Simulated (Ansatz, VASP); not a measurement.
# One calculation of ScTa3Os, two programs

```
Sc Ta Os
1.0
     3.81366    0.00000    0.00000
     0.00000    3.81366    0.00000
     0.00000    0.00000    3.81366
Sc Ta Os
1 3 1
Direct
  0.00000 0.00000 0.00000
  0.00000 0.50000 0.50000
  0.50000 0.00000 0.50000
  0.50000 0.50000 0.00000
  0.50000 0.50000 0.50000
```

Alike in both runs: task relaxation of cell and atoms; functional PBE; k mesh 4 × 4 × 4; occupations gaussian, width 0.1 eV; no spin polarisation.

```csv
,VASP,Ansatz
version,VASP 6.6.1,Ansatz 0.2.0
potentials or method,"VASP PAW PBE potentials, release 64 (Sc_sv, Ta_pv, Os), cutoff 600 eV","scalar-relativistic, plane waves, PAW"
valence electrons in the cell,52,66
```

VASP gave:

| Item | Value |
| --- | --- |
| gap on the k mesh at the Fermi level, each at its own relaxed structure (eV) | none |
| relaxed volume (Å³/atom) | 23.33 |
| relaxed cell length with the largest relative difference (Å) | 4.886 |

Q: Which values does Ansatz return?

A: gap on the k mesh at the Fermi level, each at its own relaxed structure (eV): none; relaxed volume (Å³/atom): 23.30; relaxed cell length with the largest relative difference (Å): 4.884.

A gap of «none» marks a metal or a gap that the smearing closes. VASP's potentials hold 52 valence electrons a cell and Ansatz's 66, so a difference there can come from the potentials and not from the codes.

The k mesh is coarse, so the values compare programs but aren't converged. Neither program's run includes spin-orbit coupling. Noted on VASP's run: the volume moved by over 15 % at a fixed basis, so the end points are rough.
